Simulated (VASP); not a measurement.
Here is a VASP 6.6.1 calculation.

Contents of INCAR:

```
PREC = Accurate ; ENCUT = 520
EDIFF = 1E-6 ; ISMEAR = 0
SIGMA = 0.01 ; LREAL = False
LASPH = True ; NELM = 100
ALGO = Normal ; ISIF = 2
LWAVE = False ; LCHARG = True
GGA = PE ; LELF = True
LVHAR = True ; NBANDS = 11
```

Contents of KPOINTS:

```
Automatic mesh
0
Gamma
  6 6 6
```

The input POSCAR:

```
BeTe
1.0
    0.0000000000      2.8319820954      2.8319820954
    2.8319820954      0.0000000000      2.8319820954
    2.8319820954      2.8319820954      0.0000000000
Be Te
1 1
Direct
    0.0000000000      0.0000000000      0.0000000000
    0.2500000000      0.2500000000      0.2500000000
```

Potentials or basis: VASP PAW PBE potentials, release 64 (Be, Te).

Run with:

```console
$ cat potpaw_PBE.64/Be/POTCAR potpaw_PBE.64/Te/POTCAR > POTCAR
$ mpirun -np 1 vasp_std > vasp.out
```

Task: Predict the pressure.

Result: 0.2 GPa.

Task: What does it give for the band gap on the k mesh?

Result: 2.01 eV, indirect (least direct gap 3.62 eV).

Caveat: spin-orbit coupling is left out, which moves the levels of the heavy elements. A k mesh can miss the band edges.
